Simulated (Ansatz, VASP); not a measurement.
# InP: VASP beside Ansatz

```xyz
2
Lattice="0.0000 2.9880 2.9880 2.9880 0.0000 2.9880 2.9880 2.9880 0.0000" Properties=species:S:1:pos:R:3 pbc="T T T"
In    0.0000    0.0000    0.0000
P     4.4820    4.4820    4.4820
```

Alike in both runs: task single point; functional revPBE; k mesh 8 × 8 × 8; occupations fermi-dirac, width 0.05 eV; no spin polarisation.

|  | VASP | Ansatz |
| --- | --- | --- |
| version | VASP 6.6.1 | Ansatz 0.2.0 |
| potentials or method | VASP PAW PBE potentials, release 64 (In_d, P) | Ansatz PAW |
| plane-wave cutoff (eV) | 520 | 420 |
| valence electrons in the cell | 18 | 18 |

Ansatz gave:

| Quantity | Value |
| --- | --- |
| gap on the k mesh at the Fermi level (eV) | 0.50 |
| least direct gap on the mesh (eV) | 0.50 |
| pressure (GPa) | 0.7 |

Task: Which values does VASP return?

Result: gap on the k mesh at the Fermi level (eV): 0.49; least direct gap on the mesh (eV): 0.49; pressure (GPa): 0.7.

VASP's potentials were made for PBE, not for revPBE.
